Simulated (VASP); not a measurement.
# BeZn4O (F-43m) in VASP: notebook

BeZn4O is run at these levels: PBE; tasks: single point, relaxation of cell and atoms.

All numbers are computed with VASP 6.6.1; they aren't measurements. Logs are shortened: lines on timing, memory, paths and dates and some standing lists are left out, and cuts for length are marked.

**1. The cell of the first run**

The structure is cubic, space group F-43m (No. 216). The conventional cell has a = 6.674 Å, b = 6.674 Å, c = 6.674 Å, α = 90.00°, β = 90.00°, γ = 90.00°. Within 3.6 Å of Be (site symmetry -43m) lie 12 Zn at 2.76 Å and 4 O at 2.89 Å. Zn (site symmetry 3m) has 6 Zn at 2.32 to 2.40 Å and 3 Be at 2.76 Å and 3 O at 2.77 Å within 3.1 Å. Within 3.7 Å of O (site symmetry -43m) lie 12 Zn at 2.77 Å and 4 Be at 2.89 Å.

The cell was built from a structure type or drawn by symmetry, and may not be a known phase.

**2. Single point, PBE**

Contents of INCAR:

```
SYSTEM = BeZn4O
  PREC = Accurate
  ENCUT = 520
  EDIFF = 1E-7
  ISMEAR = 0
  SIGMA = 0.1
  LREAL = .False.
  LASPH = .True.
  NELM = 60
  ALGO = Normal
  ISIF = 2
  LWAVE = .False.
  LCHARG = .False.
  GGA = PE
  NBANDS = 37
```

Contents of KPOINTS:

```
Automatic mesh
0
Gamma
  4 4 4
  0 0 0
```

Contents of POSCAR:

```
BeZn4O
1.0
    0.0000000000      3.3370056100      3.3370056100
    3.3370056100      0.0000000000      3.3370056100
    3.3370056100      3.3370056100      0.0000000000
Be Zn O
1 4 1
Direct
    0.7500000000      0.7500000000      0.7500000000
    0.8686098200      0.3771300600      0.3771300600
    0.3771300600      0.3771300600      0.3771300600
    0.3771300600      0.8686098200      0.3771300600
    0.3771300600      0.3771300600      0.8686098200
    0.0000000000      0.0000000000      0.0000000000
```

Potentials or basis: VASP PAW PBE potentials, release 64 (Be, Zn, O).

The run is started by

```bash
$ cat potpaw_PBE.64/Be/POTCAR potpaw_PBE.64/Zn/POTCAR potpaw_PBE.64/O/POTCAR > POTCAR
$ mpirun -np 1 vasp_std > vasp.out
```

OUTCAR:

```text
SYSTEM = BeZn4O
   PREC = Accurate
   ENCUT = 520
   EDIFF = 1E-7
   ISMEAR = 0
   LREAL = .False.
   LASPH = .True.
   NELM = 60
   ISIF = 2
   GGA = PE

 ion  position               nearest neighbor table
   1  0.750  0.750  0.750-
   2  0.869  0.377  0.377-   3 2.32   4 2.32   5 2.32   3 2.40   5 2.40   4 2.40
   3  0.377  0.377  0.377-   2 2.32   4 2.32   5 2.32   5 2.40   4 2.40   2 2.40
   4  0.377  0.869  0.377-   2 2.32   3 2.32   5 2.32   5 2.40   3 2.40   2 2.40
   5  0.377  0.377  0.869-   2 2.32   3 2.32   4 2.32   3 2.40   4 2.40   2 2.40
   6  0.000  0.000  0.000-

  LATTYP: Found a face centered cubic cell.
 ALAT       =     6.6740112200

  Lattice vectors:

 A1 = (   0.0000000000,   3.3370056100,   3.3370056100)
 A2 = (   3.3370056100,   0.0000000000,   3.3370056100)
 A3 = (   3.3370056100,   3.3370056100,   0.0000000000)

Analysis of symmetry for initial positions (statically):
=====================================================================
 Subroutine PRICEL returns:
 Original cell was already a primitive cell.

 Routine SETGRP: Setting up the symmetry group for a
 face centered cubic supercell.

 Subroutine GETGRP returns: Found 24 space group operations
 (whereof 24 operations were pure point group operations)
 out of a pool of 48 trial point group operations.

The static configuration has the point symmetry T_d .

Analysis of symmetry for dynamics (positions and initial velocities):
=====================================================================
 Subroutine PRICEL returns:
 Original cell was already a primitive cell.

 Routine SETGRP: Setting up the symmetry group for a
 face centered cubic supercell.

 Subroutine GETGRP returns: Found 24 space group operations
 (whereof 24 operations were pure point group operations)
 out of a pool of 48 trial point group operations.

The dynamic configuration has the point symmetry T_d .

 Subroutine INISYM returns: Found 24 space group operations
 (whereof 24 operations are pure point group operations),
 and found     1 'primitive' translations

----------------------------------------------------------------------------------------

                                     Primitive cell

  volume of cell :      74.3192

  direct lattice vectors                    reciprocal lattice vectors
     0.000000000  3.337005610  3.337005610    -0.149834929  0.149834929  0.149834929
     3.337005610  0.000000000  3.337005610     0.149834929 -0.149834929  0.149834929
     3.337005610  3.337005610  0.000000000     0.149834929  0.149834929 -0.149834929

  length of vectors
     4.719238591  4.719238591  4.719238591     0.259521710  0.259521710  0.259521710

  position of ions in fractional coordinates (direct lattice)
     0.750000000  0.750000000  0.750000000
     0.868609820  0.377130060  0.377130060
     0.377130060  0.377130060  0.377130060
     0.377130060  0.868609820  0.377130060
     0.377130060  0.377130060  0.868609820
     0.000000000  0.000000000  0.000000000

  ion indices of the primitive-cell ions
   primitive index   ion index
                 1           1
                 2           2
                 3           3
                 4           4
                 5           5
                 6           6

----------------------------------------------------------------------------------------

 KPOINTS: Automatic mesh

Automatic generation of k-mesh.
 Grid dimensions read from file:
 generate k-points for:    4    4    4

 Generating k-lattice:

  Cartesian coordinates                     Fractional coordinates (reciprocal lattice)
    -0.037458732  0.037458732  0.037458732     0.250000000  0.000000000  0.000000000
     0.037458732 -0.037458732  0.037458732     0.000000000  0.250000000  0.000000000
     0.037458732  0.037458732 -0.037458732     0.000000000  0.000000000  0.250000000

  Length of vectors
     0.064880428  0.064880428  0.064880428

  Shift w.r.t. Gamma in fractional coordinates (k-lattice)
     0.000000000  0.000000000  0.000000000

 Subroutine IBZKPT returns following result:
 ===========================================

 Found      8 irreducible k-points:

 Following reciprocal coordinates:
            Coordinates               Weight
  0.000000  0.000000  0.000000      1.000000
  0.250000  0.000000  0.000000      8.000000
  0.500000  0.000000  0.000000      4.000000
  0.250000  0.250000  0.000000      6.000000
  0.500000  0.250000  0.000000     24.000000
 -0.250000  0.250000  0.000000     12.000000
  0.500000  0.500000  0.000000      3.000000
 -0.250000  0.500000  0.250000      6.000000
   k-points           NKPTS =      8   k-points in BZ     NKDIM =      8   number of bands    NBANDS=     37
   number of dos      NEDOS =    301   number of ions     NIONS =      6
   total plane-waves  NPLWV =  46656
   dimension x,y,z NGX =    36 NGY =   36 NGZ =   36
   dimension x,y,z NGXF=    72 NGYF=   72 NGZF=   72
   ions per type =               1   4   1
   NGX,Y,Z   is equivalent  to a cutoff of  12.68, 12.68, 12.68 a.u.
   NGXF,Y,Z  is equivalent  to a cutoff of  25.36, 25.36, 25.36 a.u.
 SYSTEM =  BeZn4O
   PREC   = accura    normal or accurate (medium, high low for compatibility)
   ISTART =      0    job   : 0-new  1-cont  2-samecut
   ICHARG =      2    charge: 1-file 2-atom 10-const
   ISPIN  =      1    spin polarized calculation?
   LNONCOLLINEAR =      F non collinear calculations
   LSORBIT =      F    spin-orbit coupling
   LASPH  =      T    aspherical Exc in radial PAW
   ENCUT  =  520.0 eV  38.22 Ry    6.18 a.u.   8.77  8.77  8.77*2*pi/ulx,y,z
   NELM   =     60;   NELMIN=  2; NELMDL= -5     # of ELM steps
   EDIFF  = 0.1E-06   stopping-criterion for ELM
   LREAL  =      F    real-space projection
   EDIFFG = 0.1E-05   stopping-criterion for IOM
   NSW    =      0    number of steps for IOM
   IBRION =     -1    ionic relax: 0-MD 1-quasi-New 2-CG
   NFREE  =      0    steps in history (QN), initial steepest desc. (CG)
   ISIF   =      2    stress and relaxation
   ISYM   =      2    0-nonsym 1-usesym 2-fastsym
   POTIM  = 0.5000    time-step for ionic-motion
   TEBEG  =    0.0;   TEEND  =   0.0 temperature during run
   PSTRESS=    0.0 pullay stress
   NELECT =      56.0000    total number of electrons
   NUPDOWN=      -1.0000    fix difference up-down
   EMIN   =  10.00;   EMAX   =-10.00  energy-range for DOS
   EFERMI =   0.00;   METHOD = LEGACY
   ISMEAR =     0;   SIGMA  =   0.10  broadening in eV -4-tet -1-fermi 0-gaus
   EFERMI_NEDOS =   21; number of points for ismear=-14 and -15
   IALGO  =     38    algorithm
   IMIX   =      4    mixing-type and parameters
     AMIX     =   0.40;   BMIX     =  1.00
     AMIX_MAG =   1.60;   BMIX_MAG =  1.00
  volume/ion in A,a.u.               =      12.39        83.59
  Fermi-wavevector in a.u.,A,eV,Ry     =   1.489717  2.815158 30.194839  2.219258
  Thomas-Fermi vector in A             =   2.602591
   LORBIT       =      0    0 simple, 1 ext, 2 COOP (PROOUT), +10 PAW based schemes
   GGA     = PE    functional components
   LHFCALC =     F    Hartree Fock is set to
   AEXX    =    0.0000 exact exchange contribution
   IVDW    =     0    specifies the selected vdW correction
   LEPSILON=     F    determine dielectric tensor
   LRPA    =     F    only Hartree local field effects (RPA)
 non-spin polarized calculation
 Gauss-broadening in eV      SIGMA  =   0.10
  energy-cutoff  :      520.00
  volume of cell :       74.32
 maximum number of plane-waves:      2012
   NGX = 17   NGY = 17   NGZ = 17

 number of electron      55.9999991 magnetization

 Free energy of the ion-electron system (eV)
  ---------------------------------------------------
  ext. energy  EPLUGINS =         0.00000000
  ---------------------------------------------------
  free energy    TOTEN  =        -9.86718355 eV

  energy without entropy =       -9.83590156  energy(sigma->0) =       -9.85154256

 E-fermi :   3.3076     XC(G=0): -11.5694

 val. band max:        3.2668004706   @ k =   0.5000   0.2500   0.0000
 cond. band min:       3.3907838765   @ k =   0.5000   0.2500   0.0000
 fundamental gap:      0.1239834059
 Fermi energy:         3.3076152475

 k-point     1 :       0.0000    0.0000    0.0000
  band No.  band energies     occupation
      1     -13.6837      2.00000
      2      -7.4355      2.00000
      3      -5.6248      2.00000
      4      -5.6248      2.00000
      5      -5.6248      2.00000
      6      -5.1893      2.00000
[... 29 lines left out ...]
     36      10.3987      0.00000
     37      10.3987      0.00000

 k-point     2 :       0.2500    0.0000    0.0000
  band No.  band energies     occupation
      1     -13.6358      2.00000
      2      -7.1420      2.00000
      3      -5.5704      2.00000
      4      -5.4738      2.00000
      5      -5.4738      2.00000
      6      -5.0892      2.00000
[... 29 lines left out ...]
     36       9.9687      0.00000
     37      11.6202      0.00000

 k-point     3 :       0.5000    0.0000    0.0000
  band No.  band energies     occupation
      1     -13.5876      2.00000
      2      -6.7632      2.00000
      3      -5.3653      2.00000
      4      -5.3433      2.00000
      5      -5.3433      2.00000
      6      -5.0468      2.00000
[... 29 lines left out ...]
     36      12.2039      0.00000
     37      12.2039      0.00000

 k-point     4 :       0.2500    0.2500    0.0000
  band No.  band energies     occupation
      1     -13.6221      2.00000
      2      -6.9980      2.00000
      3      -5.5858      2.00000
      4      -5.3945      2.00000
      5      -5.3945      2.00000
      6      -5.1871      2.00000
[... 29 lines left out ...]
     36      10.4711      0.00000
     37      10.4711      0.00000

 k-point     5 :       0.5000    0.2500    0.0000
  band No.  band energies     occupation
      1     -13.5765      2.00000
      2      -6.4674      2.00000
      3      -5.4756      2.00000
      4      -5.2712      2.00000
      5      -5.1671      2.00000
      6      -5.0425      2.00000
[... 29 lines left out ...]
     36      11.9235      0.00000
     37      12.2078      0.00000

 k-point     6 :      -0.2500    0.2500    0.0000
  band No.  band energies     occupation
      1     -13.5902      2.00000
      2      -6.6981      2.00000
      3      -5.4870      2.00000
      4      -5.3449      2.00000
      5      -5.1938      2.00000
      6      -5.0436      2.00000
[... 29 lines left out ...]
     36      11.5442      0.00000
     37      12.7879      0.00000

 k-point     7 :       0.5000    0.5000    0.0000
  band No.  band energies     occupation
      1     -13.5651      2.00000
      2      -6.0173      2.00000
      3      -5.7827      2.00000
      4      -5.1185      2.00000
      5      -5.0409      2.00000
      6      -5.0183      2.00000
[... 29 lines left out ...]
     36      10.9661      0.00000
     37      11.8538      0.00000

 k-point     8 :      -0.2500    0.5000    0.2500
  band No.  band energies     occupation
      1     -13.5630      2.00000
      2      -5.9997      2.00000
      3      -5.6769      2.00000
      4      -5.2641      2.00000
      5      -5.1895      2.00000
      6      -4.8411      2.00000
[... 29 lines left out ...]
     36      11.1515      0.00000
     37      11.9608      0.00000

------------------------ aborting loop because EDIFF is reached ----------------------------------------

  FORCE on cell =-STRESS in cart. coord.  units (eV):
  Direction    XX          YY          ZZ          XY          YZ          ZX
  --------------------------------------------------------------------------------------
  -------------------------------------------------------------------------------------
  Total        6.9987642      6.9987642      6.9987642      0.0000000      0.0000000      0.0000000
  in kB      150.8798125    150.8798125    150.8798125      0.0000000      0.0000000      0.0000000
  external PRESSURE =     150.8798125 kB  Pullay stress =       0.0000000 kB

 VOLUME and BASIS-vectors are now :
 -----------------------------------------------------------------------------
  energy-cutoff  :      520.00
  volume of cell :       74.32
      direct lattice vectors                 reciprocal lattice vectors
     0.000000000  3.337005610  3.337005610    -0.149834929  0.149834929  0.149834929
     3.337005610  0.000000000  3.337005610     0.149834929 -0.149834929  0.149834929
     3.337005610  3.337005610  0.000000000     0.149834929  0.149834929 -0.149834929

 POSITION                                       TOTAL-FORCE (eV/Angst)
 -----------------------------------------------------------------------------------
      5.00551      5.00551      5.00551         0.000000      0.000000      0.000000
      2.51697      4.15704      4.15704        -0.629185      0.629185      0.629185
      2.51697      2.51697      2.51697        -0.629185     -0.629185     -0.629185
      4.15704      2.51697      4.15704         0.629185     -0.629185      0.629185
      4.15704      4.15704      2.51697         0.629185      0.629185     -0.629185
      0.00000      0.00000      0.00000         0.000000      0.000000      0.000000
 -----------------------------------------------------------------------------------
    total drift:                               -0.000002     -0.000002     -0.000003

  FREE ENERGIE OF THE ION-ELECTRON SYSTEM (eV)
  ---------------------------------------------------
  free  energy   TOTEN  =        -9.8671835482 eV

  energy  without entropy=       -9.8359015635  energy(sigma->0) =       -9.85154256
```

It took 14 s on 1 thread of AMD EPYC 9R45 (Zen 5), shared host; peak memory 0.18 GiB.

Results:

```yaml
Free_energy: -9.8672 eV
Pressure: 15.1 GPa
Largest_force: 1.090 eV/Å
Band_gap_on_the_k_mesh: zero (bands 28 and 29 overlap by 0.74 eV)
```

Forces on the atoms (eV/Å):
```
Be   0.000  0.000  0.000
Zn  -0.629  0.629  0.629
Zn  -0.629 -0.629 -0.629
Zn   0.629 -0.629  0.629
Zn   0.629  0.629 -0.629
O    0.000  0.000  0.000
```

Caveat: the k points lie up to 0.41 Å⁻¹ apart, too coarse for converged energies and pressures of a metal; semilocal functionals underestimate gaps, so a narrow gap can read as zero; forces of over 1 eV/Å act on the atoms, so gaps and moduli don't describe the material at rest.

(Part 1 of 2 ends here.)
